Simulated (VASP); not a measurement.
Here is a VASP 6.6.1 calculation.

Contents of POSCAR:

```
GaB2As3
1.0
   -1.7799428443      5.3716401558      2.5636674129
    1.7799428443     -5.3716401558      2.5636674129
    1.7799428443      5.3716401558     -2.5636674129
B As Ga
2 3 1
Direct
    0.6731176554      1.0020960386      0.6710216168
    0.3310744219      0.0020960386      0.3289783832
    0.4577078070      0.2737209094      0.1839868975
    0.0897340119      0.2737209094      0.8160131025
    0.6968868400      0.1968868400      0.5000000000
    0.0014792638      0.0014792638      0.0000000000
```

INCAR.step1

```
SYSTEM = GaB2As3
  ALGO = Normal
  EDIFF = 1E-4
  ENCUT = 520
  GGA = PE
  ISMEAR = 0
  LASPH = .TRUE.
  LCHARG = .FALSE.
  LREAL = .FALSE.
  LWAVE = .TRUE.
  NBANDS = 26
  NELM = 80
  PREC = Accurate
  SIGMA = 0.01
```

File INCAR.step2:

```
SYSTEM = GaB2As3
  ALGO = Normal
  EDIFF = 1E-6
  ENCUT = 520
  ISIF = 2
  ISMEAR = 0
  ISTART = 1
  LASPH = .TRUE.
  LCHARG = .TRUE.
  LELF = .TRUE.
  LMIXTAU = .TRUE.
  LREAL = .FALSE.
  LVHAR = .TRUE.
  LWAVE = .FALSE.
  METAGGA = R2SCAN
  NBANDS = 26
  NELM = 80
  PREC = Accurate
  SIGMA = 0.01
```

The input KPOINTS:

```
k-points
0
G
  8 8 8
  0 0 0
```

Potentials or basis: VASP PAW PBE potentials, release 64 (B, As, Ga_d).

Launch:

```bash
$ cat potpaw_PBE.64/B/POTCAR potpaw_PBE.64/As/POTCAR potpaw_PBE.64/Ga_d/POTCAR > POTCAR
$ cp INCAR.step1 INCAR
$ mpirun -np 1 vasp_std > vasp.out
$ cp INCAR.step2 INCAR
$ mpirun -np 1 vasp_std > vasp.out
```

(1) Estimate the pressure.

(2) What does it give for the band gap on the k mesh?

Results:

(1) 0.2 GPa.

(2) 0.80 eV, indirect (least direct gap 1.16 eV).

Caveat: the PAW data sets were made with another functional, which shifts forces and pressure a little.
